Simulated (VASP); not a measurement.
Wanted: the native input for a VASP 6.6.1 run.

```
Task                   : single point
Functional             : PBEsol
Potentials or basis    : VASP PAW PBE potentials, release 64 (Si, O)
Cutoff                 : 520 eV
k mesh                 : 1 × 1 × 1
Occupations            : fermi-dirac, width 0.02 eV
Spin                   : collinear spin
Starting moments       : [0.0, 0.0, 0.0, 0.0, 0.0, 0.0, 0.0, 0.0, 0.0, 0.0, 0.0, 0.0, 0.0, 0.0, 0.0, 0.0, 0.0, 0.0, 0.0, 0.0, 0.0, 0.0, 0.0, 0.0, 1.0] μB
Dipole correction      : no
Further INCAR settings : LREAL = Auto; ALGO = Normal; EDIFF = 1e-07; NBANDS = 89
```

The structure of Si8O17 (a cell with a defect) lies in POSCAR:

```
Si8O17
1.0
    7.1417960000      0.0000000000      0.0000000000
    0.0000000000      7.1417960000      0.0000000000
    0.0000000000      0.0000000000      8.8208710000
Si O
8 17
Direct
    0.8071499102      0.4815735426      0.1979396366
    0.4991181490      0.8337398604      0.7267196176
    0.4829597485      0.2560000314      0.6682219930
    0.7643875574      0.5515419371      0.8243630363
    0.2032962017      0.5443448679      0.8161552300
    0.2467726605      0.4786331057      0.1609931718
    0.5350894929      0.7651996781      0.3367694641
    0.5174328698      0.1890980924      0.2970681693
    0.7160383747      0.2805456779      0.2497145690
    0.6733320302      0.7598088772      0.8122667251
    0.2839481833      0.3524043532      0.7454479269
    0.3675686060      0.6435075995      0.2515171121
    0.3076257009      0.7156043102      0.7218334788
    0.3513822013      0.2699461032      0.1789279086
    0.7444345932      0.6589238897      0.2989954167
    0.6676471857      0.3683527225      0.7403237163
    0.7566584092      0.5066372660      0.0163929390
    0.5605872808      0.7813720806      0.5352872749
    0.4911229612      0.2014759313      0.4855302838
    0.2405137307      0.5380579339     -0.0160641733
    0.0274160729      0.5124201251      0.2059433813
    0.4105549920      0.0475510642      0.7403463898
   -0.0178946584      0.5761015857      0.7793107960
    0.5115659982     -0.0229634114      0.2729662411
    0.3346777197     -0.1111065060     -0.0560375500
```

The input as run:

INCAR

```
SYSTEM = Si8O17
PREC     = Accurate       ! precision mode
ENCUT    = 520            ! plane-wave cutoff, eV
EDIFF    = 1E-7           ! SCF threshold, eV
ISMEAR   = -1             ! smearing method
SIGMA    = 0.02           ! smearing width, eV
LREAL    = Auto         
LASPH    = .True.         ! aspherical terms in the spheres
NELM     = 150            ! most SCF steps
ALGO     = Normal         ! electronic algorithm
ISIF     = 2              ! what is computed and relaxed
LWAVE    = .False.        ! write WAVECAR
LCHARG   = .False.        ! write CHGCAR
ISPIN    = 2              ! spin polarisation
MAGMOM   = 0 0 0 0 0 0 0 0 0 0 0 0 0 0 0 0 0 0 0 0 0 0 0 0 1 ! initial moments
LORBIT   = 11             ! projections on sites
GGA      = PS             ! functional
NBANDS   = 89             ! bands
```

KPOINTS

```
regular mesh
0
Gamma
  1 1 1
  0 0 0
```

Potentials or basis: VASP PAW PBE potentials, release 64 (Si, O).

Launch:

```bash
$ cat potpaw_PBE.64/Si/POTCAR potpaw_PBE.64/O/POTCAR > POTCAR
$ mpirun -np 1 vasp_gam > vasp.out
```

It gave:

```yaml
Pressure: -3.1 GPa
Largest_force: 5.199 eV/Å
Band_gap_on_the_k_mesh: 1.20 eV
Net_moment: 2.00 μB per cell
Site_moments: Si +0.00, -0.01, -0.00; O +0.00, -0.00, +0.01, +0.14, +0.02, +0.11, +1.35 μB
Valence_electrons_inside_the_program's_atomic_spheres: Si 1.64, 1.63, 1.50, 1.55, 1.72, 1.57, 1.49, 1.65; O 5.21, 5.25, 5.17, 5.19, 5.13, 5.16, 5.06, 5.31, 5.23, 5.12, 5.22, 5.28, 4.63
```

Caveat: the k points lie up to 0.88 Å⁻¹ apart; the PAW data sets were made with another functional, which shifts forces and pressure a little.

It took 2.2 min on 1 thread of Intel(R) Xeon(R) 6975P-C (Granite Rapids) (shared host), peak memory 0.58 GiB.
